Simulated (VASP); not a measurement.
# Rh (Fm-3m) in VASP: further runs, part 2 of 3

VASP 6.6.1. Earlier steps stand in the parts before.

### 3 Relaxation of cell and atoms, r2SCAN, target pressure 1 GPa, at which the enthalpy is minimised

This run uses another cell than the first one, of 13.72 Å³/atom, 1.003 times its volume.

The input, POSCAR:

```
Rh
1.0
    0.0000000000      1.8999785092      1.8999785092
    1.8999785092      0.0000000000      1.8999785092
    1.8999785092      1.8999785092      0.0000000000
Rh
1
Direct
    0.0000000000      0.0000000000      0.0000000000
```

The input, INCAR.step1:

```
SYSTEM = Rh
PREC = Accurate
ENCUT = 600
ISMEAR = -1
SIGMA = 0.05
LREAL = .FALSE.
LASPH = .TRUE.
NELM = 100
GGA = PE
ALGO = Normal
EDIFF = 1E-4
LWAVE = .TRUE.
LCHARG = .FALSE.
```

The input, INCAR.step2:

```
SYSTEM = Rh
PREC = Accurate
ENCUT = 600
EDIFF = 1E-6
ISMEAR = -1
SIGMA = 0.05
LREAL = .FALSE.
LASPH = .TRUE.
NELM = 100
ALGO = Normal
ISIF = 3
LWAVE = .FALSE.
LCHARG = .FALSE.
METAGGA = R2SCAN
LMIXTAU = .TRUE.
IBRION = 2
NSW = 100
EDIFFG = -0.002
PSTRESS = 10.0
ISTART = 1
```

The input, KPOINTS:

```
regular mesh
0
G
  24 24 24
  0 0 0
```

Potentials or basis: VASP PAW PBE potentials, release 64 (Rh_pv).

On the command line:

```console
$ cat potpaw_PBE.64/Rh_pv/POTCAR > POTCAR
$ cp INCAR.step1 INCAR
$ mpirun -np 1 vasp_std > vasp.out
$ cp INCAR.step2 INCAR
$ mpirun -np 1 vasp_std > vasp.out
```

OUTCAR:

```text
SYSTEM = Rh
   PREC = Accurate
   ENCUT = 600
   EDIFF = 1E-6
   ISMEAR = -1
   LREAL = .FALSE.
   LASPH = .TRUE.
   NELM = 100
   ISIF = 3
   METAGGA = R2SCAN
   IBRION = 2
   NSW = 100
   EDIFFG = -0.002
   PSTRESS = 10.0
   ISTART = 1

 ion  position               nearest neighbor table
   1  0.000  0.000  0.000-

  LATTYP: Found a face centered cubic cell.
 ALAT       =     3.7999570184

  Lattice vectors:

 A1 = (   0.0000000000,   1.8999785092,   1.8999785092)
 A2 = (   1.8999785092,   0.0000000000,   1.8999785092)
 A3 = (   1.8999785092,   1.8999785092,   0.0000000000)

Analysis of symmetry for initial positions (statically):
=====================================================================
 Subroutine PRICEL returns:
 Original cell was already a primitive cell.

 Routine SETGRP: Setting up the symmetry group for a
 face centered cubic supercell.

 Subroutine GETGRP returns: Found 48 space group operations
 (whereof 48 operations were pure point group operations)
 out of a pool of 48 trial point group operations.

The static configuration has the point symmetry O_h .

Analysis of symmetry for dynamics (positions and initial velocities):
=====================================================================
 Subroutine PRICEL returns:
 Original cell was already a primitive cell.

 Routine SETGRP: Setting up the symmetry group for a
 face centered cubic supercell.

 Subroutine GETGRP returns: Found 48 space group operations
 (whereof 48 operations were pure point group operations)
 out of a pool of 48 trial point group operations.

The dynamic configuration has the point symmetry O_h .

 Subroutine INISYM returns: Found 48 space group operations
 (whereof 48 operations are pure point group operations),
 and found     1 'primitive' translations

----------------------------------------------------------------------------------------
[... 120 lines left out ...]
   LEPSILON=     F    determine dielectric tensor
   LRPA    =     F    only Hartree local field effects (RPA)
 conjugate gradient relaxation of ions
 non-spin polarized calculation
  energy-cutoff  :      600.00
  volume of cell :       13.72
 maximum number of plane-waves:       473
 NGX is ok and might be reduce to    24
   NGX = 11   NGY = 11   NGZ = 11

--------------------------------------- Ionic step        1  -------------------------------------------

 number of electron      15.0000002 magnetization

 Free energy of the ion-electron system (eV)
  ---------------------------------------------------
  ext. energy  EPLUGINS =         0.00000000
  ---------------------------------------------------
  free energy    TOTEN  =       -24.14157728 eV

  energy without entropy =      -24.13177776  energy(sigma->0) =      -24.13667752

------------------------ aborting loop because EDIFF is reached ----------------------------------------

  FORCE on cell =-STRESS in cart. coord.  units (eV):
  Direction    XX          YY          ZZ          XY          YZ          ZX
  --------------------------------------------------------------------------------------
  -------------------------------------------------------------------------------------
  Total        0.0940706      0.0940706      0.0940706      0.0000000     -0.0000000      0.0000000
  in kB       10.9872412     10.9872412     10.9872412      0.0000000     -0.0000000      0.0000000
  external PRESSURE =       0.9872412 kB  Pullay stress =      10.0000000 kB
[... 246 lines left out ...]
--------------------------------------- Ionic step        8  -------------------------------------------

 number of electron      15.0000002 magnetization

 Free energy of the ion-electron system (eV)
  ---------------------------------------------------
  ext. energy  EPLUGINS =         0.00000000
  ---------------------------------------------------
  free energy    TOTEN  =       -24.14162623 eV

  energy without entropy =      -24.13181538  energy(sigma->0) =      -24.13672081

 E-fermi :  11.7612     XC(G=0): -15.2194

 val. band max:       11.7520002195   @ k =   0.5000   0.3333   0.1250
 cond. band min:      11.7619562902   @ k =  -0.3750   0.2500   0.0000
 fundamental gap:      0.0099560706
 Fermi energy:        11.7611643844

 k-point     1 :       0.0000    0.0000    0.0000
  band No.  band energies     occupation
      1     -36.0287      2.00000
      2     -36.0287      2.00000
      3     -36.0287      2.00000
      4       3.5710      2.00000
      5       8.5829      2.00000
      6       8.5829      2.00000
      7       8.5829      2.00000
      8      10.6887      2.00000
      9      10.6887      2.00000
     10      28.4791      0.00000
     11      29.1451      0.00000
[... 309 lines left out ...]
 k-point    24 :       0.4583    0.0417    0.0000
  band No.  band energies     occupation
      1     -36.7930      2.00000
      2     -36.1409      2.00000
      3     -36.1404      2.00000
      4       5.4978      2.00000
      5       8.4468      2.00000
      6       8.5600      2.00000
      7      11.3848      1.99892
      8      12.3135      0.00003
      9      12.9952      0.00000
     10      21.4831      0.00000
     11      28.2731      0.00000

 [... further k-points ...]
[... 5 lines left out ...]
  --------------------------------------------------------------------------------------
  -------------------------------------------------------------------------------------
  Total        0.0838542      0.0838542      0.0838542      0.0000000     -0.0000000      0.0000000
  in kB        9.7886802      9.7886802      9.7886802      0.0000000     -0.0000000      0.0000000
  external PRESSURE =      -0.2113198 kB  Pullay stress =      10.0000000 kB
[... 20 lines left out ...]
  energy  without entropy=      -24.1318153843  energy(sigma->0) =      -24.13672081

  enthalpy is  TOTEN    =       -24.0559617245 eV   P V=        0.0856645083

 reached required accuracy - stopping structural energy minimisation
```

OUTCAR.step1:

```text
SYSTEM = Rh
   PREC = Accurate
   ENCUT = 600
   ISMEAR = -1
   LREAL = .FALSE.
   LASPH = .TRUE.
[... 553 lines left out ...]
 -----------------------------------------------------------------------------------
      0.00000      0.00000      0.00000         0.000000      0.000000     -0.000000
 -----------------------------------------------------------------------------------
    total drift:                                0.000000      0.000000      0.000000

  FREE ENERGIE OF THE ION-ELECTRON SYSTEM (eV)
  ---------------------------------------------------
  free  energy   TOTEN  =        -7.2576449297 eV

  energy  without entropy=       -7.2475385955  energy(sigma->0) =       -7.25259176
```

OSZICAR.step1:

```text
N       E                     dE             d eps       ncg     rms          rms(c)
DAV:   1     0.123200151637E+03    0.12320E+03   -0.10135E+04  9094   0.162E+03
DAV:   2    -0.615242392974E+01   -0.12935E+03   -0.12401E+03  9308   0.408E+02
DAV:   3    -0.774767789671E+01   -0.15953E+01   -0.15856E+01 10541   0.510E+01
DAV:   4    -0.775745915371E+01   -0.97813E-02   -0.97801E-02 10001   0.413E+00
DAV:   5    -0.775761457429E+01   -0.15542E-03   -0.15542E-03 10323   0.487E-01    0.102E+01
DAV:   6    -0.727827487622E+01    0.47934E+00   -0.11153E+00  9521   0.158E+01    0.356E+00
DAV:   7    -0.726120864571E+01    0.17066E-01   -0.23319E-02 10217   0.200E+00    0.168E+00
DAV:   8    -0.725779678855E+01    0.34119E-02   -0.36941E-03  9398   0.979E-01    0.219E-01
DAV:   9    -0.725764252396E+01    0.15426E-03   -0.10541E-04  6417   0.175E-01    0.121E-02
DAV:  10    -0.725764492973E+01   -0.24058E-05   -0.65648E-06  4822   0.371E-02
   1 F= -.72576449E+01 E0= -.72525918E+01  d E =-.101063E-01
```

It took 5.3 min on 1 thread of Intel Xeon 6975P-C (Granite Rapids), shared host; peak memory 0.21 GiB.

Results:

| Quantity | Value |
| --- | --- |
| Free energy | -24.1416 eV |
| Relaxed volume | 13.72 Å³/atom |
| Relaxed cell | a = 2.687 Å, b = 2.687 Å, c = 2.687 Å, α = 60.00°, β = 60.00°, γ = 60.00° |
| Space group after relaxing (to 0.05 Å) | Fm-3m (No. 225) |
| Energy change on relaxing (the enthalpy is what falls) | -0.0 meV/atom |
| Ionic steps | 8 |
| Pressure after relaxing | 1.0 GPa |

Final structure:
```
Rh
1.0
     0.00000    1.90032    1.90032
     1.90032    0.00000    1.90032
     1.90032    1.90032    0.00000
Rh
1
Cartesian
  0.0000 0.0000 0.0000
```

Caveat: the cell is relaxed towards a set pressure, so the enthalpy falls and the energy may rise; the PAW data sets were made with another functional, which shifts forces and pressure a little.

### 4 Relaxation of cell and atoms, r2SCAN, target pressure 7 GPa, at which the enthalpy is minimised

This run uses another cell than the first one, of 13.72 Å³/atom, 1.003 times its volume.

POSCAR is that of step 3.

The input, INCAR.step1:

```
ALGO = Normal
EDIFF = 1E-4
ENCUT = 600
GGA = PE
ISMEAR = -1
LASPH = True
LCHARG = False
LREAL = False
LWAVE = True
NELM = 80
PREC = Accurate
SIGMA = 0.05
```

The input, INCAR.step2:

```
ALGO = Normal
EDIFF = 1E-6
EDIFFG = -0.002
ENCUT = 600
IBRION = 2
ISIF = 3
ISMEAR = -1
ISTART = 1
LASPH = True
LCHARG = False
LMIXTAU = True
LREAL = False
LWAVE = False
METAGGA = R2SCAN
NELM = 80
NSW = 100
PREC = Accurate
PSTRESS = 70.0
SIGMA = 0.05
```

The input, KPOINTS:

```
k-points
0
Gamma
  24 24 24
```

On the command line:

```console
$ cat potpaw_PBE.64/Rh_pv/POTCAR > POTCAR
$ cp INCAR.step1 INCAR
$ mpirun -np 1 vasp_std > vasp.out
$ cp INCAR.step2 INCAR
$ mpirun -np 1 vasp_std > vasp.out
```

Run time: 15 min. Hardware: 1 thread of Intel Xeon Platinum 8259CL at 2.50GHz (Skylake/Cascade Lake), shared host; peak memory 0.22 GiB.

Results (log left out):

```
Free energy                                            : -24.1350 eV
Relaxed volume                                         : 13.46 Å³/atom
Relaxed cell                                           : a = 2.670 Å, b = 2.670 Å, c = 2.670 Å, α = 60.00°, β = 60.00°, γ = 60.00°
Space group after relaxing (to 0.05 Å)                 : Fm-3m (No. 225)
Energy change on relaxing (the enthalpy is what falls) : +6.5 meV/atom
Ionic steps                                            : 10
Pressure after relaxing                                : 7.0 GPa
```

The path:
```tsv
step	energy change (eV)	largest force (eV/Å)	pressure (GPa)	volume (Å³)
1	0.0000	0.0000	1.10	13.72
2	0.0799	0.0000	26.87	12.74
3	0.0063	0.0000	6.86	13.46
4	0.0066	0.0000	7.18	13.45
5	0.0055	0.0000	6.37	13.48
6	0.0064	0.0000	6.97	13.46
7	0.0064	0.0000	6.90	13.46
8	0.0065	0.0000	6.94	13.46
9	0.0065	0.0000	6.94	13.46
10	0.0065	0.0000	6.98	13.46
```

Final structure:
```
Rh
1.0
     0.00000    1.88778    1.88778
     1.88778    0.00000    1.88778
     1.88778    1.88778    0.00000
Rh
1
Direct
  0.00000 0.00000 0.00000
```

Levels at points of the mesh, in eV from the Fermi level:
| k point | band 3 | band 4 | band 5 | band 6 | band 7 | band 8 | band 9 | band 10 | band 11 |
| --- | --- | --- | --- | --- | --- | --- | --- | --- | --- |
| (0.00, 0.00, 0.00) | -47.83 | -8.34 | -3.28 | -3.28 | -3.28 | -1.10 | -1.10 | 16.70 | 17.36 |
| (0.50, 0.00, 0.00) | -47.94 | -6.52 | -3.40 | -3.40 | 0.61 | 0.61 | 0.88 | 9.32 | 16.27 |
| (0.50, 0.50, 0.00) | -48.14 | -6.76 | -6.38 | 0.54 | 1.09 | 1.09 | 3.52 | 13.16 | 14.14 |

Caveat: the cell is relaxed towards a set pressure, so the enthalpy falls and the energy may rise; the PAW data sets were made with another functional, which shifts forces and pressure a little.

### 5 Relaxation of cell and atoms, r2SCAN, target pressure 10 GPa, at which the enthalpy is minimised

This run uses another cell than the first one, of 13.72 Å³/atom, 1.003 times its volume.

POSCAR is that of step 4.

The input, INCAR.step1:

```
PREC = Accurate
ENCUT = 600
ISMEAR = -1
SIGMA = 0.05
LREAL = F
LASPH = T
NELM = 100
GGA = PE
ALGO = Normal
EDIFF = 1E-4
LWAVE = T
LCHARG = F
```

The input, INCAR.step2:

```
PREC = Accurate
ENCUT = 600
EDIFF = 1E-6
ISMEAR = -1
SIGMA = 0.05
LREAL = F
LASPH = T
NELM = 100
ALGO = Normal
ISIF = 3
LWAVE = F
LCHARG = F
METAGGA = R2SCAN
LMIXTAU = T
IBRION = 2
NSW = 100
EDIFFG = -0.002
PSTRESS = 100.0
ISTART = 1
```

The input, KPOINTS:

```
Automatic mesh
0
Gamma
  24 24 24
```

On the command line:

```console
$ cat potpaw_PBE.64/Rh_pv/POTCAR > POTCAR
$ cp INCAR.step1 INCAR
$ mpirun -np 1 vasp_std > vasp.out
$ cp INCAR.step2 INCAR
$ mpirun -np 1 vasp_std > vasp.out
```

Wall time 9.9 min (1 thread of Intel Xeon Platinum 8259CL at 2.50GHz (Skylake/Cascade Lake), shared host); peak memory 0.22 GiB.

The run converged. Its results:

| Item | Value |
| --- | --- |
| Free energy | -24.1286 eV |
| Relaxed volume | 13.33 Å³/atom |
| Relaxed cell | a = 2.662 Å, b = 2.662 Å, c = 2.662 Å, α = 60.00°, β = 60.00°, γ = 60.00° |
| Space group after relaxing (to 0.05 Å) | Fm-3m (No. 225) |
| Energy change on relaxing (the enthalpy is what falls) | +13.0 meV/atom |
| Ionic steps | 4 |
| Pressure after relaxing | 10.0 GPa |

The path:
```tsv
step	energy change (eV)	largest force (eV/Å)	pressure (GPa)	volume (Å³)
1	0.0000	0.0000	1.10	13.72
2	0.1855	0.0000	44.25	12.26
3	0.0123	0.0000	9.68	13.34
4	0.0130	0.0000	10.00	13.33
```

Final structure:
```
CELL_PARAMETERS angstrom
0.00000 1.88202 1.88202
1.88202 0.00000 1.88202
1.88202 1.88202 0.00000
ATOMIC_POSITIONS crystal
Rh 0.00000 0.00000 0.00000
```

Levels at points of the mesh, in eV from the Fermi level:
```
           k point  band 3  band 4  band 5  band 6  band 7  band 8  band 9  band 10  band 11
(0.00, 0.00, 0.00)  -47.84   -8.41   -3.33   -3.33   -3.33   -1.12   -1.12    16.69    17.35
(0.50, 0.00, 0.00)  -47.96   -6.61   -3.45   -3.45    0.62    0.62    0.88     9.43    16.26
(0.50, 0.50, 0.00)  -48.16   -6.86   -6.47    0.55    1.11    1.11    3.54    13.29    14.20
```

Caveat: the cell is relaxed towards a set pressure, so the enthalpy falls and the energy may rise; the PAW data sets were made with another functional, which shifts forces and pressure a little.

(Continued in part 3 of 3.)
